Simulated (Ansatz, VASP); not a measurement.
# One calculation of Li3S2, two programs

```
Li S
1.0
     3.79664    2.19199    2.01650
    -3.79664    2.19199    2.01650
     0.00000   -4.38398    2.01650
Li S
3 2
Direct
  0.00000 0.50000 0.00000
  0.00000 0.00000 0.50000
  0.50000 0.00000 0.00000
  0.73693 0.73693 0.73693
  0.26307 0.26307 0.26307
```

Change from the starting cell: species swapped into the Br2Cl3 type (R-3m, No. 166).

Alike in both runs: functional PBE; k mesh 6 × 6 × 6; occupations gaussian, width 0.1 eV; no spin polarisation.

Ansatz relaxed the structure, and its values are those at the end. VASP's run is a single point on that final structure, the one shown.

```csv
,VASP,Ansatz
version,VASP 6.6.1,Ansatz 0.2.0
potentials or method,"VASP PAW PBE potentials, release 64 (Li_sv, S), cutoff 520 eV","scalar-relativistic, plane waves, PAW"
valence electrons in the cell,21,21
```

VASP gave:

| Quantity | Value |
| --- | --- |
| gap on the k mesh at the Fermi level (eV) | none |
| rms of the force components (eV/Å) | 0.004 |

What did Ansatz give for the same quantities?

gap on the k mesh at the Fermi level (eV): none; rms of the force components (eV/Å): 0.001.

A gap of «none» marks a metal or a gap that the smearing closes.

Noted on VASP's run: the cutoff is under 1.25 times that of the potentials, so the pressure is a little rough.
